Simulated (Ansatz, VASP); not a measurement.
## Two plane-wave programs on GaSb4

File INCAR:

```
PREC = Accurate ; ENCUT = 600
EDIFF = 1E-6 ; ISMEAR = 0
SIGMA = 0.1 ; LREAL = False
LASPH = True ; NELM = 100
ALGO = Normal ; ISIF = 3
LWAVE = False ; LCHARG = False
GGA = PE ; IBRION = 2
NSW = 90 ; EDIFFG = -0.04
```

File KPOINTS:

```
regular mesh
0
Gamma
  4 4 4
```

The input POSCAR:

```
GaSb4
1.0
    5.3327088300      0.0000000000      0.0000000000
    0.0000000000      5.3327088300      0.0000000000
    0.0000000000      0.0000000000      5.3327088300
Ga Sb
1 4
Direct
    0.0000000000      0.0000000000      0.0000000000
    0.2500000000      0.2500000000      0.2500000000
    0.7500000000      0.7500000000      0.2500000000
    0.2500000000      0.7500000000      0.7500000000
    0.7500000000      0.2500000000      0.7500000000
```

Input for Ansatz:

```yaml
crystal:
  lattice:
    - [5.33270883, 0.0, 0.0]
    - [0.0, 5.33270883, 0.0]
    - [0.0, 0.0, 5.33270883]
  atoms:
    - { symbol: Ga, position: [0.0, 0.0, 0.0] }
    - { symbol: Sb, position: [0.25, 0.25, 0.25] }
    - { symbol: Sb, position: [0.75, 0.75, 0.25] }
    - { symbol: Sb, position: [0.25, 0.75, 0.75] }
    - { symbol: Sb, position: [0.75, 0.25, 0.75] }
basis:
  ecutwfc: 420
kpoints:
  mp_grid: { grid: [4, 4, 4] }
hamiltonian:
  xc: pbe
scf:
  occupations: { method: gaussian, width: 0.1 }
  lower_state_search: "off"
output:
  forces: true
  stress: true
  eigenvalues: true
relax:
  adjacent_minimum: "off"
  f_tol: 0.04
  max_steps: 70
  cell: { stress_tol: 0.4 }
```

Change from the starting cell: species swapped into the SnI4 type (P-43m, No. 215).

Alike in both runs: task relaxation of cell and atoms; functional PBE; k mesh 4 × 4 × 4; occupations gaussian, width 0.1 eV; no spin polarisation.

|  | VASP | Ansatz |
| --- | --- | --- |
| version | VASP 6.6.1 | Ansatz 0.2.0 |
| potentials or method | VASP PAW PBE potentials, release 64 (Ga_d, Sb), cutoff 600 eV | scalar-relativistic, plane waves, PAW |
| valence electrons in the cell | 33 | 73 |

VASP gave:

* gap on the k mesh at the Fermi level, each at its own relaxed structure (eV): none
* relaxed volume (Å³/atom): 30.80
* relaxed cell length with the largest relative difference (Å): 5.360

Estimate Ansatz's values.

gap on the k mesh at the Fermi level, each at its own relaxed structure (eV): none; relaxed volume (Å³/atom): 31.04; relaxed cell length with the largest relative difference (Å): 5.374.

A gap of «none» marks a metal or a gap that the smearing closes. VASP's potentials hold 33 valence electrons a cell and Ansatz's 73, so a difference there can come from the potentials and not from the codes.

Neither program's run includes spin-orbit coupling.
